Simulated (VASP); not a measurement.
# LaTe (I4/mmm) in VASP: a series of runs

Runs on LaTe. Level: LDA. Tasks: electric field gradients.

Program: VASP 6.6.1. These are calculated values, not measurements. Logs are shortened: lines on timing, memory, paths and dates and some standing lists are left out, and cuts for length are marked.

## Step 1: The cell of the first run

Symmetry: I4/mmm, No. 139, tetragonal system. Conventional cell: a = 4.541 Å, b = 4.541 Å, c = 6.486 Å, α = 90.00°, β = 90.00°, γ = 90.00°. Within 4.2 Å of La (site symmetry 4/mmm) lie 6 Te at 3.21 to 3.24 Å. Te (site symmetry 4/mmm) has 6 La at 3.21 to 3.24 Å within 4.2 Å.

## Step 2: Electric field gradients, LDA (zz strain of +1 %)

Contents of INCAR:

```
SYSTEM = LaTe
PREC = Accurate
ENCUT = 520
EDIFF = 1E-8
ISMEAR = -1
SIGMA = 0.08
LREAL = .FALSE.
LASPH = .TRUE.
NELM = 80
ALGO = Normal
ISIF = 2
LWAVE = .FALSE.
LCHARG = .FALSE.
GGA = CA
LEFG = .TRUE.
NBANDS = 16
```

Contents of KPOINTS:

```
Automatic mesh
0
G
  10 10 10
  0 0 0
```

Contents of POSCAR:

```
LaTe
1.0
    0.0000000000      3.2110000000      3.2431100000
    3.2110000000      0.0000000000      3.2431100000
    3.2110000000      3.2110000000      0.0000000000
La Te
1 1
Direct
    0.0000000000      0.0000000000      0.0000000000
    0.5000000000      0.5000000000      0.5000000000
```

Potentials or basis: VASP PAW LDA potentials, release 64 (La, Te).

Started as:

```bash
$ cat potpaw_LDA.64/La/POTCAR potpaw_LDA.64/Te/POTCAR > POTCAR
$ mpirun -np 1 vasp_std > vasp.out
```

OUTCAR:

```text
SYSTEM = LaTe
   PREC = Accurate
   ENCUT = 520
   EDIFF = 1E-8
   ISMEAR = -1
   LREAL = .FALSE.
   LASPH = .TRUE.
   NELM = 80
   ISIF = 2
   GGA = CA

 ion  position               nearest neighbor table
   1  0.000  0.000  0.000-   2 3.21   2 3.21   2 3.21   2 3.21   2 3.24   2 3.24
   2  0.500  0.500  0.500-   1 3.21   1 3.21   1 3.21   1 3.21   1 3.24   1 3.24

  LATTYP: Found a body centered tetragonal cell.
 ALAT       =     4.5410397488
 C/A-ratio  =     1.4283556980

  Lattice vectors:

 A1 = (  -3.2110000000,   0.0000000000,   3.2431100000)
 A2 = (   3.2110000000,   0.0000000000,   3.2431100000)
 A3 = (   0.0000000000,   3.2110000000,  -3.2431100000)

Analysis of symmetry for initial positions (statically):
=====================================================================
 Subroutine PRICEL returns:
 Original cell was already a primitive cell.

 Routine SETGRP: Setting up the symmetry group for a
 body centered tetragonal supercell.

 Subroutine GETGRP returns: Found 16 space group operations
 (whereof 16 operations were pure point group operations)
 out of a pool of 16 trial point group operations.

The static configuration has the point symmetry D_4h.

Analysis of symmetry for dynamics (positions and initial velocities):
=====================================================================
 Subroutine PRICEL returns:
 Original cell was already a primitive cell.

 Routine SETGRP: Setting up the symmetry group for a
 body centered tetragonal supercell.

 Subroutine GETGRP returns: Found 16 space group operations
 (whereof 16 operations were pure point group operations)
 out of a pool of 16 trial point group operations.

The dynamic configuration has the point symmetry D_4h.

 Subroutine INISYM returns: Found 16 space group operations
 (whereof 16 operations are pure point group operations),
 and found     1 'primitive' translations

----------------------------------------------------------------------------------------

                                     Primitive cell

  volume of cell :      66.8763

  direct lattice vectors                    reciprocal lattice vectors
     0.000000000  3.211000000  3.243110000    -0.155714731  0.155714731  0.154173001
     3.211000000  0.000000000  3.243110000     0.155714731 -0.155714731  0.154173001
     3.211000000  3.211000000  0.000000000     0.155714731  0.155714731 -0.154173001

  length of vectors
     4.563801428  4.563801428  4.541039749     0.268818654  0.268818654  0.268818654

  position of ions in fractional coordinates (direct lattice)
     0.000000000  0.000000000  0.000000000
     0.500000000  0.500000000  0.500000000

  ion indices of the primitive-cell ions
   primitive index   ion index
                 1           1
                 2           2

----------------------------------------------------------------------------------------

 KPOINTS: Automatic mesh

Automatic generation of k-mesh.
 Grid dimensions read from file:
 generate k-points for:   10   10   10

 Generating k-lattice:

  Cartesian coordinates                     Fractional coordinates (reciprocal lattice)
    -0.015571473  0.015571473  0.015417300     0.100000000  0.000000000  0.000000000
     0.015571473 -0.015571473  0.015417300     0.000000000  0.100000000  0.000000000
     0.015571473  0.015571473 -0.015417300     0.000000000  0.000000000  0.100000000

  Length of vectors
     0.026881865  0.026881865  0.026881865

  Shift w.r.t. Gamma in fractional coordinates (k-lattice)
     0.000000000  0.000000000  0.000000000

 Subroutine IBZKPT returns following result:
 ===========================================

 Found    102 irreducible k-points:

 Following reciprocal coordinates:
            Coordinates               Weight
  0.000000  0.000000  0.000000      1.000000
  0.100000 -0.000000  0.000000      8.000000
  0.200000 -0.000000  0.000000      8.000000
  0.300000 -0.000000  0.000000      8.000000
  0.400000 -0.000000  0.000000      8.000000
  0.500000 -0.000000  0.000000      4.000000
[... 16 lines left out ...]
  0.300000  0.300000  0.000000      2.000000
  0.400000  0.300000  0.000000      8.000000
 [... further k-points ...]
   k-points           NKPTS =    102   k-points in BZ     NKDIM =    102   number of bands    NBANDS=     16
   number of dos      NEDOS =    301   number of ions     NIONS =      2
   total plane-waves  NPLWV =  46656
   dimension x,y,z NGX =    36 NGY =   36 NGZ =   36
   dimension x,y,z NGXF=    72 NGYF=   72 NGZF=   72
   ions per type =               1   1
   NGX,Y,Z   is equivalent  to a cutoff of  13.11, 13.11, 13.18 a.u.
   NGXF,Y,Z  is equivalent  to a cutoff of  26.23, 26.23, 26.36 a.u.
 SYSTEM =  LaTe
   PREC   = accura    normal or accurate (medium, high low for compatibility)
   ISTART =      0    job   : 0-new  1-cont  2-samecut
   ICHARG =      2    charge: 1-file 2-atom 10-const
   ISPIN  =      1    spin polarized calculation?
   LNONCOLLINEAR =      F non collinear calculations
   LSORBIT =      F    spin-orbit coupling
   LASPH  =      T    aspherical Exc in radial PAW
   ENCUT  =  520.0 eV  38.22 Ry    6.18 a.u.   8.49  8.49  8.44*2*pi/ulx,y,z
   NELM   =     80;   NELMIN=  2; NELMDL= -5     # of ELM steps
   EDIFF  = 0.1E-07   stopping-criterion for ELM
   LREAL  =      F    real-space projection
   EDIFFG = 0.1E-06   stopping-criterion for IOM
   NSW    =      0    number of steps for IOM
   IBRION =     -1    ionic relax: 0-MD 1-quasi-New 2-CG
   NFREE  =      0    steps in history (QN), initial steepest desc. (CG)
   ISIF   =      2    stress and relaxation
   ISYM   =      2    0-nonsym 1-usesym 2-fastsym
   POTIM  = 0.5000    time-step for ionic-motion
   TEBEG  =    0.0;   TEEND  =   0.0 temperature during run
   PSTRESS=    0.0 pullay stress
   NELECT =      17.0000    total number of electrons
   NUPDOWN=      -1.0000    fix difference up-down
   EMIN   =  10.00;   EMAX   =-10.00  energy-range for DOS
   EFERMI =   0.00;   METHOD = LEGACY
   ISMEAR =    -1;   SIGMA  =   0.08  broadening in eV -4-tet -1-fermi 0-gaus
   EFERMI_NEDOS =   21; number of points for ismear=-14 and -15
   IALGO  =     38    algorithm
   IMIX   =      4    mixing-type and parameters
     AMIX     =   0.40;   BMIX     =  1.00
     AMIX_MAG =   1.60;   BMIX_MAG =  1.00
  volume/ion in A,a.u.               =      33.44       225.65
  Fermi-wavevector in a.u.,A,eV,Ry     =   1.037052  1.959743 14.632740  1.075476
  Thomas-Fermi vector in A             =   2.171471
   LORBIT       =      0    0 simple, 1 ext, 2 COOP (PROOUT), +10 PAW based schemes
   GGA     = CA    functional components
   LHFCALC =     F    Hartree Fock is set to
   AEXX    =    0.0000 exact exchange contribution
   IVDW    =     0    specifies the selected vdW correction
   LEPSILON=     F    determine dielectric tensor
   LRPA    =     F    only Hartree local field effects (RPA)
 non-spin polarized calculation
  energy-cutoff  :      520.00
  volume of cell :       66.88
 maximum number of plane-waves:      1832
 NGX is ok and might be reduce to    36
   NGX = 17   NGY = 17   NGZ = 17

 number of electron      16.9999999 magnetization

 Free energy of the ion-electron system (eV)
  ---------------------------------------------------
  ext. energy  EPLUGINS =         0.00000000
  ---------------------------------------------------
  free energy    TOTEN  =       -12.61071676 eV

  energy without entropy =      -12.57803966  energy(sigma->0) =      -12.59437821

 E-fermi :   8.1355     XC(G=0):  -9.7414

 val. band max:        8.1336882642   @ k =   0.1000  -0.0000   0.0000
 cond. band min:       8.1484254588   @ k =   0.0000   0.0000   0.0000
 fundamental gap:      0.0147371947
 Fermi energy:         8.1355398951

 k-point     1 :       0.0000    0.0000    0.0000
  band No.  band energies     occupation
      1     -25.1628      2.00000
      2      -8.8693      2.00000
      3      -8.8693      2.00000
      4      -8.8630      2.00000
      5      -4.1792      2.00000
      6       5.8286      2.00000
[... 8 lines left out ...]
     15       9.5157      0.00000
     16       9.5190      0.00000

 k-point     2 :       0.1000   -0.0000    0.0000
  band No.  band energies     occupation
      1     -25.1607      2.00000
      2      -8.9202      2.00000
      3      -8.8703      2.00000
      4      -8.8665      2.00000
      5      -4.0765      2.00000
      6       5.3995      2.00000
[... 8 lines left out ...]
     15       9.5187      0.00000
     16       9.5353      0.00000
[... 387 lines left out ...]
      5      -3.7155      2.00000
      6       3.8417      2.00000
[... 8 lines left out ...]
     15       9.6285      0.00000
     16       9.6922      0.00000

 k-point    24 :       0.4000    0.3000    0.0000
  band No.  band energies     occupation
      1     -25.1389      2.00000
      2      -9.1418      2.00000
      3      -8.9654      2.00000
      4      -8.9534      2.00000
      5      -3.6805      2.00000
      6       3.9428      2.00000
[... 8 lines left out ...]
     15       9.5598      0.00000
     16       9.7232      0.00000

 [... further k-points ...]
[... 5 lines left out ...]
  --------------------------------------------------------------------------------------
  -------------------------------------------------------------------------------------
  Total       -0.9348388     -0.9348388     -1.4508928      0.0000000      0.0000000      0.0000000
  in kB      -22.3962351    -22.3962351    -34.7595080      0.0000000      0.0000000      0.0000000
  external PRESSURE =     -26.5173261 kB  Pullay stress =       0.0000000 kB

 VOLUME and BASIS-vectors are now :
 -----------------------------------------------------------------------------
  energy-cutoff  :      520.00
  volume of cell :       66.88
      direct lattice vectors                 reciprocal lattice vectors
     0.000000000  3.211000000  3.243110000    -0.155714731  0.155714731  0.154173001
     3.211000000  0.000000000  3.243110000     0.155714731 -0.155714731  0.154173001
     3.211000000  3.211000000  0.000000000     0.155714731  0.155714731 -0.154173001

 POSITION                                       TOTAL-FORCE (eV/Angst)
 -----------------------------------------------------------------------------------
      0.00000      0.00000      0.00000        -0.000000      0.000000      0.000000
      3.21100      3.21100      3.24311         0.000000     -0.000000     -0.000000
 -----------------------------------------------------------------------------------
    total drift:                                0.000000      0.000000      0.000000

  FREE ENERGIE OF THE ION-ELECTRON SYSTEM (eV)
  ---------------------------------------------------
  free  energy   TOTEN  =       -12.6107167575 eV

  energy  without entropy=      -12.5780396634  energy(sigma->0) =      -12.59437821

 Electric field gradients (V/A^2)
---------------------------------------------------------------------
 ion       V_xx      V_yy      V_zz      V_xy      V_xz      V_yz
---------------------------------------------------------------------
   1      -7.047    -7.047    14.094    -0.000    -0.000    -0.000
   2      -7.737    -7.737    15.474    -0.000    -0.000    -0.000
---------------------------------------------------------------------

 Electric field gradients after diagonalization (V/A^2)
 (convention: |V_zz| > |V_xx| > |V_yy|)
----------------------------------------------------------------------
 ion       V_xx      V_yy      V_zz     asymmetry (V_yy - V_xx)/ V_zz
----------------------------------------------------------------------
   1      -7.047    -7.047    14.094       0.000
   2      -7.737    -7.737    15.474       0.000
----------------------------------------------------------------------

           NMR quadrupolar parameters

 Cq : quadrupolar parameter    Cq=e*Q*V_zz/h
 eta: asymmetry parameters     (V_yy - V_xx)/ V_zz
 Q  : nuclear electric quadrupole moment in mb (millibarn)
----------------------------------------------------------------------
 ion       Cq(MHz)       eta       Q (mb)
----------------------------------------------------------------------
   1       0.034       0.000       1.000
   2       0.037       0.000       1.000
----------------------------------------------------------------------
```

Wall time 3 min (1 thread of Intel Xeon Platinum 8375C at 2.90GHz (Ice Lake), shared host); peak memory 0.28 GiB.

Results:

- Free energy: -12.6107 eV
- Pressure: -2.7 GPa

Levels at points of the mesh, in eV from the Fermi level:
| k point | band 6 | band 7 | band 8 | band 9 | band 10 | band 11 | band 12 | band 13 |
| --- | --- | --- | --- | --- | --- | --- | --- | --- |
| (0.00, 0.00, 0.00) | -2.31 | -2.28 | -2.28 | -0.06 | 0.01 | 0.01 | 0.63 | 0.69 |
| (0.50, 0.00, 0.00) | -5.21 | -3.87 | -3.86 | 0.73 | 1.05 | 1.05 | 1.26 | 1.27 |
| (0.50, 0.50, 0.00) | -3.65 | -2.67 | -2.67 | -1.59 | 1.15 | 1.15 | 1.22 | 1.22 |
| (0.50, 0.00, 0.50) | -3.59 | -2.71 | -2.68 | -1.59 | 1.14 | 1.15 | 1.22 | 1.23 |

Electric field gradients, principal values (V/Å²):
| atom | least | middle | greatest (by size) |
| --- | --- | --- | --- |
| 1 La | -7.047 | -7.047 | 14.094 |
| 2 Te | -7.737 | -7.737 | 15.474 |

Caveat: the cell differs from its parent crystal (zz strain of +1 %); without QUAD_EFG the Cq values of the log hold for a quadrupole moment of 1 mb, not for the nuclei; spin-orbit coupling is left out, which moves the levels of the heavy elements.

[end of part 1 of 2]
